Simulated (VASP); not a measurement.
# CdS in VASP: notebook

The runs below take CdS through relaxation of cell and atoms, single point, with PBEsol.

Everything below comes from runs of VASP 6.6.1. Logs are shortened: lines on timing, memory, paths and dates and some standing lists are left out, and cuts for length are marked.

## Step 1: The cell of the first run

Symmetry: F-43m, No. 216, cubic system. The conventional cell has a = 5.833 Å, b = 5.833 Å, c = 5.833 Å, α = 90.00°, β = 90.00°, γ = 90.00°. Within 3.3 Å of Cd (site symmetry -43m) lie 4 S at 2.53 Å. Within 3.3 Å of S (site symmetry -43m) lie 4 Cd at 2.53 Å.

## Step 2: Relaxation of cell and atoms, PBEsol

INCAR reads:

```
SYSTEM = CdS
ALGO     = Normal         ! electronic algorithm
EDIFF    = 1E-6           ! SCF threshold, eV
EDIFFG   = -0.002         ! ionic threshold
ENCUT    = 600            ! plane-wave cutoff, eV
GGA      = PS             ! functional
IBRION   = 2              ! ionic algorithm
ISIF     = 3              ! what is computed and relaxed
ISMEAR   = -1             ! smearing method
LASPH    = .TRUE.         ! aspherical terms in the spheres
LCHARG   = .FALSE.        ! write CHGCAR
LREAL    = .FALSE.        ! projectors in reciprocal space
LWAVE    = .FALSE.        ! write WAVECAR
NELM     = 100            ! most SCF steps
NSW      = 100            ! ionic steps
PREC     = Accurate       ! precision mode
SIGMA    = 0.1            ! smearing width, eV
```

KPOINTS reads:

```
k-points
0
G
  12 12 12
  0 0 0
```

POSCAR reads:

```
CdS
1.0
    2.9165000000      2.9165000000      0.0000000000
   -2.9165000000      2.9165000000      0.0000000000
    0.0000000000      2.9165000000      2.9165000000
Cd S
1 1
Direct
    0.0000000000      0.0000000000      0.0000000000
    0.7500000000      0.2500000000      0.5000000000
```

Potentials or basis: VASP PAW PBE potentials, release 64 (Cd, S).

Started as:

```console
$ cat potpaw_PBE.64/Cd/POTCAR potpaw_PBE.64/S/POTCAR > POTCAR
$ mpirun -np 1 vasp_std > vasp.out
```

OUTCAR:

```text
SYSTEM = CdS
   EDIFF = 1E-6
   EDIFFG = -0.002
   ENCUT = 600
   GGA = PS
   IBRION = 2
   ISIF = 3
   ISMEAR = -1
   LASPH = .TRUE.
   LREAL = .FALSE.
   NELM = 100
   NSW = 100
   PREC = Accurate

 ion  position               nearest neighbor table
   1  0.000  0.000  0.000-   2 2.53   2 2.53   2 2.53   2 2.53
   2  0.750  0.250  0.500-   1 2.53   1 2.53   1 2.53   1 2.53

  LATTYP: Found a face centered cubic cell.
 ALAT       =     5.8330000000

  Lattice vectors:

 A1 = (   0.0000000000,   2.9165000000,   2.9165000000)
 A2 = (   2.9165000000,   0.0000000000,   2.9165000000)
 A3 = (   2.9165000000,   2.9165000000,   0.0000000000)

Analysis of symmetry for initial positions (statically):
=====================================================================
 Subroutine PRICEL returns:
 Original cell was already a primitive cell.

 Routine SETGRP: Setting up the symmetry group for a
 face centered cubic supercell.

 Subroutine GETGRP returns: Found 24 space group operations
 (whereof 24 operations were pure point group operations)
 out of a pool of 48 trial point group operations.

The static configuration has the point symmetry T_d .

Analysis of symmetry for dynamics (positions and initial velocities):
=====================================================================
 Subroutine PRICEL returns:
 Original cell was already a primitive cell.

 Routine SETGRP: Setting up the symmetry group for a
 face centered cubic supercell.

 Subroutine GETGRP returns: Found 24 space group operations
 (whereof 24 operations were pure point group operations)
 out of a pool of 48 trial point group operations.

The dynamic configuration has the point symmetry T_d .

 Subroutine INISYM returns: Found 24 space group operations
 (whereof 24 operations are pure point group operations),
 and found     1 'primitive' translations

----------------------------------------------------------------------------------------

                                     Primitive cell

  volume of cell :      49.6153

  direct lattice vectors                    reciprocal lattice vectors
     2.916500000  2.916500000  0.000000000     0.171438368  0.171438368 -0.171438368
    -2.916500000  2.916500000  0.000000000    -0.171438368  0.171438368 -0.171438368
     0.000000000  2.916500000  2.916500000     0.000000000  0.000000000  0.342876736

  length of vectors
     4.124553855  4.124553855  4.124553855     0.296939964  0.296939964  0.342876736

  position of ions in fractional coordinates (direct lattice)
     0.000000000  0.000000000  0.000000000
     0.750000000  0.250000000  0.500000000

  ion indices of the primitive-cell ions
   primitive index   ion index
                 1           1
                 2           2

----------------------------------------------------------------------------------------

 KPOINTS: k-points

Automatic generation of k-mesh.
 Grid dimensions read from file:
 generate k-points for:   12   12   12

 Generating k-lattice:

  Cartesian coordinates                     Fractional coordinates (reciprocal lattice)
     0.014286531  0.014286531 -0.014286531     0.083333333  0.000000000  0.000000000
    -0.014286531  0.014286531 -0.014286531     0.000000000  0.083333333  0.000000000
     0.000000000  0.000000000  0.028573061     0.000000000  0.000000000  0.083333333

  Length of vectors
     0.024744997  0.024744997  0.028573061

  Shift w.r.t. Gamma in fractional coordinates (k-lattice)
     0.000000000  0.000000000  0.000000000

 Subroutine IBZKPT returns following result:
 ===========================================

 Found     72 irreducible k-points:

 Following reciprocal coordinates:
            Coordinates               Weight
  0.000000  0.000000  0.000000      1.000000
  0.083333  0.000000  0.000000      8.000000
  0.166667  0.000000  0.000000      8.000000
  0.250000  0.000000  0.000000      8.000000
  0.333333  0.000000  0.000000      8.000000
  0.416667  0.000000  0.000000      8.000000
[... 16 lines left out ...]
  0.500000  0.166667  0.000000     24.000000
 -0.416667  0.166667  0.000000     24.000000
 [... further k-points ...]
   k-points           NKPTS =     72   k-points in BZ     NKDIM =     72   number of bands    NBANDS=     13
   number of dos      NEDOS =    301   number of ions     NIONS =      2
   total plane-waves  NPLWV =  46656
   dimension x,y,z NGX =    36 NGY =   36 NGZ =   36
   dimension x,y,z NGXF=    72 NGYF=   72 NGZF=   72
   ions per type =               1   1
   NGX,Y,Z   is equivalent  to a cutoff of  14.51, 14.51, 14.51 a.u.
   NGXF,Y,Z  is equivalent  to a cutoff of  29.02, 29.02, 29.02 a.u.
 SYSTEM =  CdS
   PREC   = accura    normal or accurate (medium, high low for compatibility)
   ISTART =      0    job   : 0-new  1-cont  2-samecut
   ICHARG =      2    charge: 1-file 2-atom 10-const
   ISPIN  =      1    spin polarized calculation?
   LNONCOLLINEAR =      F non collinear calculations
   LSORBIT =      F    spin-orbit coupling
   LASPH  =      T    aspherical Exc in radial PAW
   ENCUT  =  600.0 eV  44.10 Ry    6.64 a.u.   8.24  8.24  8.24*2*pi/ulx,y,z
   NELM   =    100;   NELMIN=  2; NELMDL= -5     # of ELM steps
   EDIFF  = 0.1E-05   stopping-criterion for ELM
   LREAL  =      F    real-space projection
   EDIFFG = -.2E-02   stopping-criterion for IOM
   NSW    =    100    number of steps for IOM
   IBRION =      2    ionic relax: 0-MD 1-quasi-New 2-CG
   NFREE  =      1    steps in history (QN), initial steepest desc. (CG)
   ISIF   =      3    stress and relaxation
   ISYM   =      2    0-nonsym 1-usesym 2-fastsym
   POTIM  = 0.5000    time-step for ionic-motion
   TEBEG  =    0.0;   TEEND  =   0.0 temperature during run
   PSTRESS=    0.0 pullay stress
   NELECT =      18.0000    total number of electrons
   NUPDOWN=      -1.0000    fix difference up-down
   EMIN   =  10.00;   EMAX   =-10.00  energy-range for DOS
   EFERMI =   0.00;   METHOD = LEGACY
   ISMEAR =    -1;   SIGMA  =   0.10  broadening in eV -4-tet -1-fermi 0-gaus
   EFERMI_NEDOS =   21; number of points for ismear=-14 and -15
   IALGO  =     38    algorithm
   IMIX   =      4    mixing-type and parameters
     AMIX     =   0.40;   BMIX     =  1.00
     AMIX_MAG =   1.60;   BMIX_MAG =  1.00
  volume/ion in A,a.u.               =      24.81       167.41
  Fermi-wavevector in a.u.,A,eV,Ry     =   1.167599  2.206442 18.548649  1.363287
  Thomas-Fermi vector in A             =   2.304097
   LORBIT       =      0    0 simple, 1 ext, 2 COOP (PROOUT), +10 PAW based schemes
   GGA     = PS    functional components
   LHFCALC =     F    Hartree Fock is set to
   AEXX    =    0.0000 exact exchange contribution
   IVDW    =     0    specifies the selected vdW correction
   LEPSILON=     F    determine dielectric tensor
   LRPA    =     F    only Hartree local field effects (RPA)
 conjugate gradient relaxation of ions
 non-spin polarized calculation
  energy-cutoff  :      600.00
  volume of cell :       49.62
 maximum number of plane-waves:      1676
 NGX is ok and might be reduce to    36
   NGX = 17   NGY = 17   NGZ = 17

--------------------------------------- Ionic step        1  -------------------------------------------

 number of electron      17.9999999 magnetization

 Free energy of the ion-electron system (eV)
  ---------------------------------------------------
  ext. energy  EPLUGINS =         0.00000000
  ---------------------------------------------------
  free energy    TOTEN  =        -6.81405040 eV

  energy without entropy =       -6.81399241  energy(sigma->0) =       -6.81402140

------------------------ aborting loop because EDIFF is reached ----------------------------------------

  FORCE on cell =-STRESS in cart. coord.  units (eV):
  Direction    XX          YY          ZZ          XY          YZ          ZX
  --------------------------------------------------------------------------------------
  -------------------------------------------------------------------------------------
  Total        0.0281269      0.0281269      0.0281269      0.0000000      0.0000000      0.0000000
  in kB        0.9082726      0.9082726      0.9082726      0.0000000      0.0000000      0.0000000
  external PRESSURE =       0.9082726 kB  Pullay stress =       0.0000000 kB

 VOLUME and BASIS-vectors are now :
 -----------------------------------------------------------------------------
  energy-cutoff  :      600.00
  volume of cell :       49.62
      direct lattice vectors                 reciprocal lattice vectors
     2.916500000  2.916500000  0.000000000     0.171438368  0.171438368 -0.171438368
    -2.916500000  2.916500000  0.000000000    -0.171438368  0.171438368 -0.171438368
     0.000000000  2.916500000  2.916500000     0.000000000  0.000000000  0.342876736
[... 73 lines left out ...]
 POSITION                                       TOTAL-FORCE (eV/Angst)
 -----------------------------------------------------------------------------------
     -0.00000      0.00000      0.00000         0.000000      0.000000     -0.000000
      1.45896      4.37689      1.45896        -0.000000     -0.000000      0.000000
 -----------------------------------------------------------------------------------
    total drift:                                0.000000     -0.000000     -0.000000

  FREE ENERGIE OF THE ION-ELECTRON SYSTEM (eV)
  ---------------------------------------------------
  free  energy   TOTEN  =        -6.8140689088 eV

  energy  without entropy=       -6.8140100760  energy(sigma->0) =       -6.81403949

--------------------------------------- Ionic step        4  -------------------------------------------

 number of electron      17.9999999 magnetization

 Free energy of the ion-electron system (eV)
  ---------------------------------------------------
  ext. energy  EPLUGINS =         0.00000000
  ---------------------------------------------------
  free energy    TOTEN  =        -6.81406844 eV

  energy without entropy =       -6.81400975  energy(sigma->0) =       -6.81403909

 E-fermi :   1.8740     XC(G=0):  -9.3726

 val. band max:        1.2006507788   @ k =   0.0000   0.0000   0.0000
 cond. band min:       2.2067840601   @ k =   0.0000   0.0000   0.0000
 fundamental gap:      1.0061332813
 Fermi energy:         1.8740032433

 k-point     1 :       0.0000    0.0000    0.0000
  band No.  band energies     occupation
      1     -11.1763      2.00000
      2      -6.5234      2.00000
      3      -6.5234      2.00000
      4      -6.5234      2.00000
      5      -6.0368      2.00000
      6      -6.0368      2.00000
      7       1.2007      1.99762
      8       1.2007      1.99762
      9       1.2007      1.99762
     10       2.2068      0.06926
     11       7.6461      0.00000
     12       7.6461      0.00000
     13       7.6461      0.00000

 k-point     2 :       0.0833    0.0000    0.0000
  band No.  band energies     occupation
      1     -11.1472      2.00000
      2      -6.5129      2.00000
      3      -6.5129      2.00000
      4      -6.5010      2.00000
      5      -6.0376      2.00000
      6      -6.0376      2.00000
      7       0.6054      1.99999
      8       1.1431      1.99866
      9       1.1431      1.99866
     10       2.7192      0.00043
     11       7.4967      0.00000
[... 339 lines left out ...]
 k-point    24 :      -0.4167    0.1667    0.0000
  band No.  band energies     occupation
      1     -10.7613      2.00000
      2      -6.3888      2.00000
      3      -6.3499      2.00000
      4      -6.1203      2.00000
      5      -5.9883      2.00000
      6      -5.8504      2.00000
      7      -2.4464      2.00000
      8      -0.1030      2.00000
      9       0.1225      2.00000
     10       4.9323      0.00000
     11       6.8804      0.00000
     12       8.2614      0.00000
     13       8.9184      0.00000

 [... further k-points ...]

------------------------ aborting loop because EDIFF is reached ----------------------------------------

  FORCE on cell =-STRESS in cart. coord.  units (eV):
  Direction    XX          YY          ZZ          XY          YZ          ZX
  --------------------------------------------------------------------------------------
  -------------------------------------------------------------------------------------
  Total        0.0037788      0.0037788      0.0037788      0.0000000     -0.0000000      0.0000000
  in kB        0.1218798      0.1218798      0.1218798      0.0000000     -0.0000000      0.0000000
  external PRESSURE =       0.1218798 kB  Pullay stress =       0.0000000 kB

 VOLUME and BASIS-vectors are now :
 -----------------------------------------------------------------------------
  energy-cutoff  :      600.00
  volume of cell :       49.68
      direct lattice vectors                 reciprocal lattice vectors
     2.917669702  2.917669702  0.000000000     0.171369638  0.171369638 -0.171369638
    -2.917669702  2.917669702 -0.000000000    -0.171369638  0.171369638 -0.171369638
     0.000000000  2.917669702  2.917669702    -0.000000000  0.000000000  0.342739276

 POSITION                                       TOTAL-FORCE (eV/Angst)
 -----------------------------------------------------------------------------------
     -0.00000      0.00000      0.00000        -0.000000      0.000000      0.000000
      1.45883      4.37650      1.45883         0.000000     -0.000000      0.000000
 -----------------------------------------------------------------------------------
    total drift:                                0.000000     -0.000000      0.000000

  FREE ENERGIE OF THE ION-ELECTRON SYSTEM (eV)
  ---------------------------------------------------
  free  energy   TOTEN  =        -6.8140684383 eV

  energy  without entropy=       -6.8140097474  energy(sigma->0) =       -6.81403909

 reached required accuracy - stopping structural energy minimisation
```

It took 40 s on 1 thread of Intel Xeon 6975P-C (Granite Rapids), shared host; peak memory 0.25 GiB.

Results:

| Property | Result |
| --- | --- |
| Free energy | -6.8141 eV |
| Relaxed volume | 24.84 Å³/atom |
| Relaxed cell | a = 4.126 Å, b = 4.126 Å, c = 4.126 Å, α = 60.00°, β = 60.00°, γ = 90.00° |
| Space group after relaxing (to 0.1 Å) | F-43m (No. 216) |
| Energy gained by relaxing | 0.0 meV/atom |
| Ionic steps | 4 |
| Pressure after relaxing | 0.0 GPa |
| Band gap on the k mesh | 1.01 eV |

Final structure:
```
CELL_PARAMETERS angstrom
2.91767 2.91767 0.00000
-2.91767 2.91767 0.00000
0.00000 2.91767 2.91767
ATOMIC_POSITIONS crystal
Cd 0.00000 0.00000 0.00000
S 0.75000 0.25000 0.50000
```

Caveat: the PAW data sets were made with another functional, which shifts forces and pressure a little.

## Step 3: Single point, PBEsol, non-collinear spin, zero start, spin-orbit coupling

This run uses another cell than the first one, of 24.70 Å³/atom.

INCAR reads:

```
PREC = Accurate ; ENCUT = 520
EDIFF = 1E-6 ; ISMEAR = 0
SIGMA = 0.01 ; LREAL = False
LASPH = True ; NELM = 150
ALGO = Normal ; ISIF = 2
LWAVE = False ; LCHARG = True
LNONCOLLINEAR = True ; MAGMOM = 0 0 0 0 0 0
LORBIT = 11 ; LSORBIT = True
GGA_COMPAT = False ; LORBMOM = True
GGA = PS ; LVHAR = True
NBANDS = 30
```

KPOINTS reads:

```
Automatic mesh
0
Gamma
  8 8 8
```

POSCAR reads:

```
CdS
1.0
    2.9122860629      2.9122860629      0.0000000000
   -2.9122860629      2.9122860629      0.0000000000
    0.0000000000      2.9122860629      2.9122860629
Cd S
1 1
Direct
    0.0000000000      0.0000000000      0.0000000000
    0.7500000000      0.2500000000      0.5000000000
```

Potentials or basis: VASP PAW PBE potentials, release 64 (Cd, S).

Started as:

```console
$ cat potpaw_PBE.64/Cd/POTCAR potpaw_PBE.64/S/POTCAR > POTCAR
$ mpirun -np 1 vasp_ncl > vasp.out
```

It took 47 s on 1 thread of Intel Xeon 6975P-C (Granite Rapids), shared host; peak memory 0.35 GiB.

The run converged. Its results:

| Property | Result |
| --- | --- |
| Free energy | -6.8430 eV |
| Pressure | 0.3 GPa |
| Net moment | 0.00 μB per cell |
| Valence electrons inside the program's atomic spheres | Cd 10.33; S 3.69 |

Moments on the atoms (μB; x, y, z):
```
Cd  0.00 0.00 0.00
S   0.00 0.00 0.00
```

Caveat: the PAW data sets were made with another functional, which shifts forces and pressure a little.

(Continued in part 2 of 2.)
